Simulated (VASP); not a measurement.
# Ta5Br3 (P4/mmm) in VASP: single point with PBE

Aim: the single point of Ta5Br3 with PBE.

All numbers are computed with VASP 6.6.1; they aren't measurements. Logs are shortened: lines on timing, memory, paths and dates and some standing lists are left out, and cuts for length are marked.

**1. The cell of the first run**

The structure is tetragonal, space group P4/mmm (No. 123). The conventional cell has a = 7.489 Å, b = 7.489 Å, c = 3.426 Å, α = 90.00°, β = 90.00°, γ = 90.00°. Within 3.5 Å of Ta (site symmetry m2m) lie 6 Ta at 2.69 to 3.43 Å and 2 Br at 2.71 Å. Ta (site symmetry 4/mmm) has 10 Ta at 2.69 to 3.43 Å within 3.5 Å. Br (site symmetry 4/mmm) has 10 Br at 3.43 to 4.12 Å and 8 Ta at 3.65 Å within 4.5 Å. Br (site symmetry mmm) has 4 Ta at 2.71 Å and 2 Br at 3.43 Å within 3.6 Å.

**2. Single point, PBE, collinear spin**

The input, INCAR:

```
SYSTEM = Ta5Br3
PREC = Accurate
ENCUT = 520
EDIFF = 1E-7
ISMEAR = 0
SIGMA = 0.1
LREAL = .FALSE.
LASPH = .TRUE.
NELM = 150
ALGO = Normal
ISIF = 2
LWAVE = .FALSE.
LCHARG = .TRUE.
ISPIN = 2
MAGMOM = 1 1 1 1 1 0 0 0
LORBIT = 11
LMAXMIX = 4
GGA = PE
LELF = .TRUE.
LVHAR = .TRUE.
NBANDS = 52
```

The input, KPOINTS:

```
regular mesh
0
G
  2 2 6
  0 0 0
```

The input, POSCAR:

```
Ta5Br3
1.0
    7.4892759782      0.0000000000      0.0000000000
    0.0000000000      7.4892759782      0.0000000000
    0.0000000000      0.0000000000      3.4259195137
Ta Br
5 3
Direct
    0.6957080433      0.3042919567      0.0000000000
    0.3042919567      0.3042919567      0.0000000000
    0.6957080433      0.6957080433      0.0000000000
    0.3042919567      0.6957080433      0.0000000000
    0.5000000000      0.5000000000      0.5000000000
    0.0000000000      0.0000000000      0.5000000000
    0.5000000000      0.0000000000      0.0000000000
    0.0000000000      0.5000000000      0.0000000000
```

Potentials or basis: VASP PAW PBE potentials, release 64 (Ta_pv, Br).

Run with:

```bash
cat potpaw_PBE.64/Ta_pv/POTCAR potpaw_PBE.64/Br/POTCAR > POTCAR
mpirun -np 1 vasp_std > vasp.out
```

OUTCAR:

```text
SYSTEM = Ta5Br3
   PREC = Accurate
   ENCUT = 520
   EDIFF = 1E-7
   ISMEAR = 0
   LREAL = .FALSE.
   LASPH = .TRUE.
   NELM = 150
   ISIF = 2
   ISPIN = 2
   LORBIT = 11
   GGA = PE

 ion  position               nearest neighbor table
   1  0.696  0.304  0.000-   5 2.69   5 2.69   8 2.71   7 2.71   2 2.93   3 2.93
   2  0.304  0.304  0.000-   5 2.69   5 2.69   8 2.71   7 2.71   1 2.93   4 2.93
   3  0.696  0.696  0.000-   5 2.69   5 2.69   8 2.71   7 2.71   1 2.93   4 2.93
   4  0.304  0.696  0.000-   5 2.69   5 2.69   8 2.71   7 2.71   2 2.93   3 2.93
   5  0.500  0.500  0.500-   1 2.69   2 2.69   3 2.69   4 2.69   1 2.69   2 2.69   3 2.69   4 2.69

   6  0.000  0.000  0.500-
   7  0.500  0.000  0.000-   1 2.71   2 2.71   3 2.71   4 2.71
   8  0.000  0.500  0.000-   1 2.71   2 2.71   3 2.71   4 2.71

  LATTYP: Found a simple tetragonal cell.
 ALAT       =     7.4892759782
 C/A-ratio  =     0.4574433528

  Lattice vectors:

 A1 = (   7.4892759782,   0.0000000000,   0.0000000000)
 A2 = (   0.0000000000,   7.4892759782,   0.0000000000)
 A3 = (   0.0000000000,   0.0000000000,   3.4259195137)

Analysis of symmetry for initial positions (statically):
=====================================================================
 Subroutine PRICEL returns:
 Original cell was already a primitive cell.

 Routine SETGRP: Setting up the symmetry group for a
 simple tetragonal supercell.

 Subroutine GETGRP returns: Found 16 space group operations
 (whereof 16 operations were pure point group operations)
 out of a pool of 16 trial point group operations.

The static configuration has the point symmetry D_4h.

Analysis of symmetry for dynamics (positions and initial velocities):
=====================================================================
 Subroutine PRICEL returns:
 Original cell was already a primitive cell.

 Routine SETGRP: Setting up the symmetry group for a
 simple tetragonal supercell.

 Subroutine GETGRP returns: Found 16 space group operations
 (whereof 16 operations were pure point group operations)
 out of a pool of 16 trial point group operations.

The dynamic configuration has the point symmetry D_4h.

Analysis of structural, dynamic, and magnetic symmetry:
=====================================================================
 Subroutine PRICEL returns:
 Original cell was already a primitive cell.

 Routine SETGRP: Setting up the symmetry group for a
 simple tetragonal supercell.

 Subroutine GETGRP returns: Found 16 space group operations
 (whereof 16 operations were pure point group operations)
 out of a pool of 16 trial point group operations.

The overall configuration has the point symmetry D_4h.

 Subroutine INISYM returns: Found 16 space group operations
 (whereof 16 operations are pure point group operations),
 and found     1 'primitive' translations

----------------------------------------------------------------------------------------

                                     Primitive cell

  volume of cell :     192.1573

  direct lattice vectors                    reciprocal lattice vectors
     7.489275978  0.000000000  0.000000000     0.133524256  0.000000000  0.000000000
     0.000000000  7.489275978  0.000000000     0.000000000  0.133524256  0.000000000
     0.000000000  0.000000000  3.425919514     0.000000000  0.000000000  0.291892438

  length of vectors
     7.489275978  7.489275978  3.425919514     0.133524256  0.133524256  0.291892438

  position of ions in fractional coordinates (direct lattice)
     0.695708043  0.304291957  0.000000000
     0.304291957  0.304291957  0.000000000
     0.695708043  0.695708043  0.000000000
     0.304291957  0.695708043  0.000000000
     0.500000000  0.500000000  0.500000000
     0.000000000  0.000000000  0.500000000
     0.500000000  0.000000000  0.000000000
     0.000000000  0.500000000  0.000000000

  ion indices of the primitive-cell ions
   primitive index   ion index
                 1           1
                 2           2
                 3           3
                 4           4
[... 46 lines left out ...]
   number of dos      NEDOS =    301   number of ions     NIONS =      8
   total plane-waves  NPLWV =  87808
   dimension x,y,z NGX =    56 NGY =   56 NGZ =   28
   dimension x,y,z NGXF=   112 NGYF=  112 NGZF=   56
   ions per type =               5   3
   NGX,Y,Z   is equivalent  to a cutoff of  12.43, 12.43, 13.59 a.u.
   NGXF,Y,Z  is equivalent  to a cutoff of  24.86, 24.86, 27.17 a.u.
 SYSTEM =  Ta5Br3
   PREC   = accura    normal or accurate (medium, high low for compatibility)
   ISTART =      0    job   : 0-new  1-cont  2-samecut
   ICHARG =      2    charge: 1-file 2-atom 10-const
   ISPIN  =      2    spin polarized calculation?
   LNONCOLLINEAR =      F non collinear calculations
   LSORBIT =      F    spin-orbit coupling
   LASPH  =      T    aspherical Exc in radial PAW
   ENCUT  =  520.0 eV  38.22 Ry    6.18 a.u.  13.93 13.93  6.37*2*pi/ulx,y,z
   NELM   =    150;   NELMIN=  2; NELMDL= -5     # of ELM steps
   EDIFF  = 0.1E-06   stopping-criterion for ELM
   LREAL  =      F    real-space projection
   EDIFFG = 0.1E-05   stopping-criterion for IOM
   NSW    =      0    number of steps for IOM
   IBRION =     -1    ionic relax: 0-MD 1-quasi-New 2-CG
   NFREE  =      0    steps in history (QN), initial steepest desc. (CG)
   ISIF   =      2    stress and relaxation
   ISYM   =      2    0-nonsym 1-usesym 2-fastsym
   POTIM  = 0.5000    time-step for ionic-motion
   TEBEG  =    0.0;   TEEND  =   0.0 temperature during run
   PSTRESS=    0.0 pullay stress
   NELECT =      76.0000    total number of electrons
   NUPDOWN=      -1.0000    fix difference up-down
   EMIN   =  10.00;   EMAX   =-10.00  energy-range for DOS
   EFERMI =   0.00;   METHOD = LEGACY
   ISMEAR =     0;   SIGMA  =   0.10  broadening in eV -4-tet -1-fermi 0-gaus
   EFERMI_NEDOS =   21; number of points for ismear=-14 and -15
   IALGO  =     38    algorithm
   IMIX   =      4    mixing-type and parameters
     AMIX     =   0.40;   BMIX     =  1.00
     AMIX_MAG =   1.60;   BMIX_MAG =  1.00
  volume/ion in A,a.u.               =      24.02       162.09
  Fermi-wavevector in a.u.,A,eV,Ry     =   1.201694  2.270872 19.647732  1.444068
  Thomas-Fermi vector in A             =   2.337495
   LORBIT       =     11    0 simple, 1 ext, 2 COOP (PROOUT), +10 PAW based schemes
   GGA     = PE    functional components
   LHFCALC =     F    Hartree Fock is set to
   AEXX    =    0.0000 exact exchange contribution
   IVDW    =     0    specifies the selected vdW correction
   LEPSILON=     F    determine dielectric tensor
   LRPA    =     F    only Hartree local field effects (RPA)
 spin polarized calculation
 Gauss-broadening in eV      SIGMA  =   0.10
  energy-cutoff  :      520.00
  volume of cell :      192.16
 maximum number of plane-waves:      5221
 NGX is ok and might be reduce to    56
   NGX = 27   NGY = 27   NGZ = 13

 number of electron      75.9999994 magnetization       0.0001644

 Free energy of the ion-electron system (eV)
  ---------------------------------------------------
  ext. energy  EPLUGINS =         0.00000000
  ---------------------------------------------------
  free energy    TOTEN  =       -60.10946361 eV

  energy without entropy =      -60.09252372  energy(sigma->0) =      -60.10099366

 E-fermi :   4.4899     XC(G=0): -10.3303

 val. band max:        4.4682286541   @ k =   0.5000   0.0000   0.5000
 cond. band min:       4.5689795884   @ k =   0.0000   0.0000   0.3333
 fundamental gap:      0.1007509343
 Fermi energy:         4.4899031071

 spin component 1

 k-point     1 :       0.0000    0.0000    0.0000
  band No.  band energies     occupation
      1     -30.7253      1.00000
      2     -30.7133      1.00000
      3     -30.7133      1.00000
      4     -30.5864      1.00000
      5     -30.4287      1.00000
      6     -30.3854      1.00000
[... 625 lines left out ...]
     49       7.6091      0.00000
     50       7.6091      0.00000
 Fermi energy:         4.4899031071

 spin component 2

 k-point     1 :       0.0000    0.0000    0.0000
  band No.  band energies     occupation
      1     -30.7253      1.00000
      2     -30.7133      1.00000
      3     -30.7133      1.00000
      4     -30.5863      1.00000
      5     -30.4287      1.00000
      6     -30.3853      1.00000
[... 625 lines left out ...]
     49       7.6091      0.00000
     50       7.6091      0.00000
 [bands above 50 left out]

------------------------ aborting loop because EDIFF is reached ----------------------------------------

  FORCE on cell =-STRESS in cart. coord.  units (eV):
  Direction    XX          YY          ZZ          XY          YZ          ZX
  --------------------------------------------------------------------------------------
  -------------------------------------------------------------------------------------
  Total       -0.3549352     -0.3549352     -1.3228039      0.0000000      0.0000000     -0.0000000
  in kB       -2.9593947     -2.9593947    -11.0293323      0.0000000      0.0000000     -0.0000000
  external PRESSURE =      -5.6493739 kB  Pullay stress =       0.0000000 kB

 VOLUME and BASIS-vectors are now :
 -----------------------------------------------------------------------------
  energy-cutoff  :      520.00
  volume of cell :      192.16
      direct lattice vectors                 reciprocal lattice vectors
     7.489275978  0.000000000  0.000000000     0.133524256  0.000000000  0.000000000
     0.000000000  7.489275978  0.000000000     0.000000000  0.133524256  0.000000000
     0.000000000  0.000000000  3.425919514     0.000000000  0.000000000  0.291892438

 POSITION                                       TOTAL-FORCE (eV/Angst)
 -----------------------------------------------------------------------------------
      5.21035      2.27893      0.00000         0.107904     -0.107904     -0.000000
      2.27893      2.27893      0.00000        -0.107904     -0.107904      0.000000
      5.21035      5.21035      0.00000         0.107904      0.107904      0.000000
      2.27893      5.21035      0.00000        -0.107904      0.107904      0.000000
      3.74464      3.74464      1.71296         0.000000      0.000000      0.000000
      0.00000      0.00000      1.71296         0.000000      0.000000      0.000000
      3.74464      0.00000      0.00000         0.000000      0.000000      0.000000
      0.00000      3.74464      0.00000         0.000000      0.000000      0.000000
 -----------------------------------------------------------------------------------
    total drift:                                0.000000      0.000000     -0.000000

  FREE ENERGIE OF THE ION-ELECTRON SYSTEM (eV)
  ---------------------------------------------------
  free  energy   TOTEN  =       -60.1094636117 eV

  energy  without entropy=      -60.0925237172  energy(sigma->0) =      -60.10099366

 total charge

# of ion       s       p       d       tot
------------------------------------------
    1        0.355   6.066   2.394   8.815
    2        0.355   6.066   2.394   8.815
    3        0.355   6.066   2.394   8.815
    4        0.355   6.066   2.394   8.815
    5        0.428   6.200   2.620   9.248
    6        1.631   3.137   0.013   4.780
    7        1.612   3.225   0.076   4.913
    8        1.612   3.225   0.076   4.913
--------------------------------------------------
tot          6.701  40.051  12.362  59.114

 magnetization (x)

# of ion       s       p       d       tot
------------------------------------------
    1       -0.000   0.000   0.000   0.000
    2       -0.000   0.000   0.000   0.000
    3       -0.000   0.000   0.000   0.000
    4       -0.000   0.000   0.000   0.000
    5       -0.000   0.000   0.000   0.000
    6       -0.000  -0.000   0.000  -0.000
    7       -0.000  -0.000   0.000  -0.000
    8       -0.000  -0.000   0.000  -0.000
--------------------------------------------------
tot         -0.000  -0.000   0.000   0.000
```

It took 3.3 min on 1 thread of AMD EPYC 9R45 (Zen 5), shared host; peak memory 0.41 GiB.

What came out:

```yaml
Free_energy: -60.1095 eV
Pressure: -0.6 GPa
Largest_force: 0.153 eV/Å
Band_gap_on_the_k_mesh: zero (filled and empty bands overlap)
Net_moment: 0.00 μB per cell
Valence_electrons_inside_the_program's_atomic_spheres: Ta 8.81, 9.25 (each value once); Br 4.78, 4.91 (each value once)
```

Forces on the atoms (eV/Å):
```
Ta   0.108 -0.108  0.000
Ta  -0.108 -0.108  0.000
Ta   0.108  0.108  0.000
Ta  -0.108  0.108  0.000
Ta   0.000  0.000  0.000
Br   0.000  0.000  0.000
Br   0.000  0.000  0.000
Br   0.000  0.000  0.000
```

Caveat: the k points lie up to 0.42 Å⁻¹ apart, too coarse for converged energies and pressures of a metal; spin-orbit coupling is left out, which moves the levels of the heavy elements.
